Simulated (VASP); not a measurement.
# Li2Pd (P-1) in VASP: further runs

Li2Pd is run at these levels: LDA; tasks: electric field gradients.

Everything below comes from runs of VASP 6.6.1. Logs are shortened: lines on timing, memory, paths and dates and some standing lists are left out, and cuts for length are marked.

### 1 The cell of the first run

The typed cell holds 3 atoms: a = 4.227 Å, b = 4.245 Å, c = 2.732 Å, α = 90.21°, β = 90.57°, γ = 120.43°.

### 2 Electric field gradients, LDA (equal xy, yz and zx shear strains of -1 %)

Input file INCAR:

```
SYSTEM = Li2Pd
PREC = Accurate
ENCUT = 520
EDIFF = 1E-8
ISMEAR = -1
SIGMA = 0.08
LREAL = .False.
LASPH = .True.
NELM = 60
ALGO = Normal
ISIF = 2
LWAVE = .False.
LCHARG = .False.
LEFG = .True.
NBANDS = 15
```

Input file KPOINTS:

```
regular mesh
0
Gamma
  11 11 15
  0 0 0
```

Input file POSCAR:

```
Li2Pd
1.0
    4.2267001844     -0.0211335009     -0.0211335009
   -2.1316522409      3.6709964844     -0.0077353982
   -0.0136595000     -0.0136595000      2.7319000000
Li Pd
2 1
Direct
    0.3333333333      0.6666666667      0.5000000000
    0.6666666667      0.3333333333      0.5000000000
    0.0000000000      0.0000000000      0.0000000000
```

Potentials or basis: VASP PAW LDA potentials, release 64 (Li_sv, Pd).

Launch:

```console
> cat potpaw_LDA.64/Li_sv/POTCAR potpaw_LDA.64/Pd/POTCAR > POTCAR
> mpirun -np 1 vasp_std > vasp.out
```

OUTCAR:

```text
SYSTEM = Li2Pd
   PREC = Accurate
   ENCUT = 520
   EDIFF = 1E-8
   ISMEAR = -1
   LREAL = .False.
   LASPH = .True.
   NELM = 60
   ISIF = 2

 ion  position               nearest neighbor table
   1  0.333  0.667  0.500-   2 2.43   2 2.44   2 2.45   3 2.77   3 2.78   3 2.80   3 2.80   3 2.81
                             3 2.81
   2  0.667  0.333  0.500-   1 2.43   1 2.44   1 2.45   3 2.77   3 2.78   3 2.80   3 2.80   3 2.81
                             3 2.81
   3  0.000  0.000  0.000-   2 2.77   1 2.77   2 2.78   1 2.78   1 2.80   2 2.80   1 2.80   2 2.80
                             2 2.81   1 2.81   1 2.81   2 2.81

  LATTYP: Found a triclinic cell.
 ALAT       =     4.2085103181
 B/A-ratio  =     1.0086758049
 C/A-ratio  =     0.6491532847
 COS(alpha) =     0.0036352536
 COS(beta)  =     0.0136846555
 COS(gamma) =     0.5000186556

  Lattice vectors:

 A1 = (  -2.0950479435,  -3.6498629835,   0.0288688991)
 A2 = (   2.1316522409,  -3.6709964844,   0.0077353982)
 A3 = (  -0.0136595000,  -0.0136595000,   2.7319000000)

Analysis of symmetry for initial positions (statically):
=====================================================================
 Subroutine PRICEL returns:
 Original cell was already a primitive cell.

 Routine SETGRP: Setting up the symmetry group for a
 triclinic supercell.

 Subroutine GETGRP returns: Found  2 space group operations
 (whereof  2 operations were pure point group operations)
 out of a pool of  2 trial point group operations.

The static configuration has the point symmetry S_2 .

Analysis of symmetry for dynamics (positions and initial velocities):
=====================================================================
 Subroutine PRICEL returns:
 Original cell was already a primitive cell.

 Routine SETGRP: Setting up the symmetry group for a
 triclinic supercell.

 Subroutine GETGRP returns: Found  2 space group operations
 (whereof  2 operations were pure point group operations)
 out of a pool of  2 trial point group operations.

The dynamic configuration has the point symmetry S_2 .

 Subroutine INISYM returns: Found  2 space group operations
 (whereof  2 operations are pure point group operations),
 and found     1 'primitive' translations

----------------------------------------------------------------------------------------

                                     Primitive cell

  volume of cell :      42.2635

  direct lattice vectors                    reciprocal lattice vectors
     4.226700184 -0.021133501 -0.021133501     0.237289520  0.137791808  0.001875407
    -2.131652241  3.670996484 -0.007735398     0.001372893  0.273205696  0.001372893
    -0.013659500 -0.013659500  2.731900000     0.001839518  0.001839518  0.366064004

  length of vectors
     4.226805851  4.245022532  2.731968297     0.274401924  0.273212595  0.366073248

  position of ions in fractional coordinates (direct lattice)
     0.333333333  0.666666667  0.500000000
     0.666666667  0.333333333  0.500000000
     0.000000000  0.000000000  0.000000000

  ion indices of the primitive-cell ions
   primitive index   ion index
                 1           1
                 2           2
                 3           3

----------------------------------------------------------------------------------------

 KPOINTS: regular mesh

Automatic generation of k-mesh.
 Grid dimensions read from file:
 generate k-points for:   11   11   15

 Generating k-lattice:

  Cartesian coordinates                     Fractional coordinates (reciprocal lattice)
     0.021571775  0.012526528  0.000170492     0.090909091 -0.000000000  0.000000000
     0.000124808  0.024836881  0.000124808     0.000000000  0.090909091  0.000000000
[... 44 lines left out ...]
   dimension x,y,z NGXF=    64 NGYF=   64 NGZF=   40
   ions per type =               2   1
   NGX,Y,Z   is equivalent  to a cutoff of  12.59, 12.53, 12.17 a.u.
   NGXF,Y,Z  is equivalent  to a cutoff of  25.17, 25.06, 24.34 a.u.
 SYSTEM =  Li2Pd
   PREC   = accura    normal or accurate (medium, high low for compatibility)
   ISTART =      0    job   : 0-new  1-cont  2-samecut
   ICHARG =      2    charge: 1-file 2-atom 10-const
   ISPIN  =      1    spin polarized calculation?
   LNONCOLLINEAR =      F non collinear calculations
   LSORBIT =      F    spin-orbit coupling
   LASPH  =      T    aspherical Exc in radial PAW
   ENCUT  =  520.0 eV  38.22 Ry    6.18 a.u.   7.86  7.89  5.08*2*pi/ulx,y,z
   NELM   =     60;   NELMIN=  2; NELMDL= -5     # of ELM steps
   EDIFF  = 0.1E-07   stopping-criterion for ELM
   LREAL  =      F    real-space projection
   EDIFFG = 0.1E-06   stopping-criterion for IOM
   NSW    =      0    number of steps for IOM
   IBRION =     -1    ionic relax: 0-MD 1-quasi-New 2-CG
   NFREE  =      0    steps in history (QN), initial steepest desc. (CG)
   ISIF   =      2    stress and relaxation
   ISYM   =      2    0-nonsym 1-usesym 2-fastsym
   POTIM  = 0.5000    time-step for ionic-motion
   TEBEG  =    0.0;   TEEND  =   0.0 temperature during run
   PSTRESS=    0.0 pullay stress
   NELECT =      16.0000    total number of electrons
   NUPDOWN=      -1.0000    fix difference up-down
   EMIN   =  10.00;   EMAX   =-10.00  energy-range for DOS
   EFERMI =   0.00;   METHOD = LEGACY
   ISMEAR =    -1;   SIGMA  =   0.08  broadening in eV -4-tet -1-fermi 0-gaus
   EFERMI_NEDOS =   21; number of points for ismear=-14 and -15
   IALGO  =     38    algorithm
   IMIX   =      4    mixing-type and parameters
     AMIX     =   0.40;   BMIX     =  1.00
     AMIX_MAG =   1.60;   BMIX_MAG =  1.00
  volume/ion in A,a.u.               =      14.09        95.07
  Fermi-wavevector in a.u.,A,eV,Ry     =   1.184294  2.237992 19.082890  1.402553
  Thomas-Fermi vector in A             =   2.320511
   LORBIT       =      0    0 simple, 1 ext, 2 COOP (PROOUT), +10 PAW based schemes
   GGA     = CA    functional components
   LHFCALC =     F    Hartree Fock is set to
   AEXX    =    0.0000 exact exchange contribution
   IVDW    =     0    specifies the selected vdW correction
   LEPSILON=     F    determine dielectric tensor
   LRPA    =     F    only Hartree local field effects (RPA)
 non-spin polarized calculation
  energy-cutoff  :      520.00
  volume of cell :       42.26
 maximum number of plane-waves:      1155
   NGX = 15   NGY = 15   NGZ = 11

 number of electron      16.0000001 magnetization

 Free energy of the ion-electron system (eV)
  ---------------------------------------------------
  ext. energy  EPLUGINS =         0.00000000
  ---------------------------------------------------
  free energy    TOTEN  =       -11.64752826 eV

  energy without entropy =      -11.63292810  energy(sigma->0) =      -11.64022818

 E-fermi :   4.3513     XC(G=0): -10.0913

 val. band max:        4.3328006748   @ k =   0.3636   0.0909   0.4000
 cond. band min:       4.3751787301   @ k =  -0.4545  -0.0000   0.4000
 fundamental gap:      0.0423780552
 Fermi energy:         4.3513004600

 k-point     1 :       0.0000    0.0000    0.0000
  band No.  band energies     occupation
      1     -40.5273      2.00000
      2     -40.4214      2.00000
      3      -0.7455      2.00000
      4       0.7613      2.00000
      5       1.4466      2.00000
      6       1.4689      2.00000
      7       3.2854      2.00000
      8       3.2862      2.00000
      9       8.4594      0.00000
     10       8.5518      0.00000
     11       9.8583      0.00000
     12       9.8805      0.00000
     13      13.4327      0.00000
     14      14.6601      0.00000
[... 401 lines left out ...]
      2     -40.4520      2.00000
      3      -0.0231      2.00000
      4       1.2170      2.00000
      5       1.5569      2.00000
      6       2.2551      2.00000
      7       3.2142      2.00000
      8       3.2580      2.00000
      9       3.9040      1.99257
     10       5.0792      0.00022
     11      12.1059      0.00000
     12      13.8124      0.00000
     13      17.0998      0.00000
     14      17.4812      0.00000
     15      17.7907      0.00000

 [... further k-points ...]
[... 5 lines left out ...]
  --------------------------------------------------------------------------------------
  -------------------------------------------------------------------------------------
  Total       -1.0242006     -1.0260939     -1.8379201      0.0717339      0.0349561      0.0349827
  in kB      -38.8266559    -38.8984298    -69.6741345      2.7193750      1.3251594      1.3261656
  external PRESSURE =     -49.1330734 kB  Pullay stress =       0.0000000 kB

 VOLUME and BASIS-vectors are now :
 -----------------------------------------------------------------------------
  energy-cutoff  :      520.00
  volume of cell :       42.26
      direct lattice vectors                 reciprocal lattice vectors
     4.226700184 -0.021133501 -0.021133501     0.237289520  0.137791808  0.001875407
    -2.131652241  3.670996484 -0.007735398     0.001372893  0.273205696  0.001372893
    -0.013659500 -0.013659500  2.731900000     0.001839518  0.001839518  0.366064004

 POSITION                                       TOTAL-FORCE (eV/Angst)
 -----------------------------------------------------------------------------------
     -0.01903      2.43346      1.35375         0.023780     -0.000005     -0.000474
      2.10042      1.20275      1.34928        -0.023780      0.000005      0.000474
      0.00000      0.00000      0.00000        -0.000000      0.000000      0.000000
 -----------------------------------------------------------------------------------
    total drift:                                0.000000     -0.000000     -0.000000

  FREE ENERGIE OF THE ION-ELECTRON SYSTEM (eV)
  ---------------------------------------------------
  free  energy   TOTEN  =       -11.6475282576 eV

  energy  without entropy=      -11.6329280990  energy(sigma->0) =      -11.64022818

 Electric field gradients (V/A^2)
---------------------------------------------------------------------
 ion       V_xx      V_yy      V_zz      V_xy      V_xz      V_yz
---------------------------------------------------------------------
   1      -0.015    -0.018     0.033     0.022    -0.009    -0.009
   2      -0.015    -0.018     0.033     0.022    -0.009    -0.009
   3      40.277    40.238   -80.514     0.303     1.068     1.068
---------------------------------------------------------------------

 Electric field gradients after diagonalization (V/A^2)
 (convention: |V_zz| > |V_xx| > |V_yy|)
----------------------------------------------------------------------
 ion       V_xx      V_yy      V_zz     asymmetry (V_yy - V_xx)/ V_zz
----------------------------------------------------------------------
   1       0.038     0.001    -0.039       0.952
   2       0.038     0.001    -0.039       0.952
   3      40.579    39.954   -80.533       0.008
----------------------------------------------------------------------

           NMR quadrupolar parameters

 Cq : quadrupolar parameter    Cq=e*Q*V_zz/h
 eta: asymmetry parameters     (V_yy - V_xx)/ V_zz
 Q  : nuclear electric quadrupole moment in mb (millibarn)
----------------------------------------------------------------------
 ion       Cq(MHz)       eta       Q (mb)
----------------------------------------------------------------------
   1      -0.000       0.952       1.000
   2      -0.000       0.952       1.000
   3      -0.195       0.008       1.000
----------------------------------------------------------------------
```

Wall time 3.1 min (1 thread of Intel Xeon Platinum 8488C (Sapphire Rapids), shared host); peak memory 0.59 GiB.

What came out:

```yaml
Free_energy: -11.6475 eV
Largest_force: 0.024 eV/Å
Band_gap_on_the_k_mesh: zero (bands 8 and 9 overlap by 2.31 eV)
Largest_electric_field_gradient_by_atom: Li -0.0; Pd -80.5 V/Å²
```

Forces on the atoms (eV/Å):
```
Li   0.024  0.000  0.000
Li  -0.024  0.000  0.000
Pd   0.000  0.000  0.000
```

Electric field gradients, principal values (V/Å²):
```csv
atom,least,middle,greatest (by size)
1 Li,0.001,0.038,-0.039
2 Li,0.001,0.038,-0.039
3 Pd,39.954,40.579,-80.533
```

Caveat: the cell differs from its parent crystal (equal xy, yz and zx shear strains of -1 %); the cutoff is under 1.25 times the usual one of these potentials, so pressure, stress and relaxed cells hold a basis-set (Pulay) error; without QUAD_EFG the Cq values of the log hold for a quadrupole moment of 1 mb, not for the nuclei.

(Part 1 of 2 ends here.)

The gap in the log of VASP goes by the Fermi energy; the results here count the filled bands.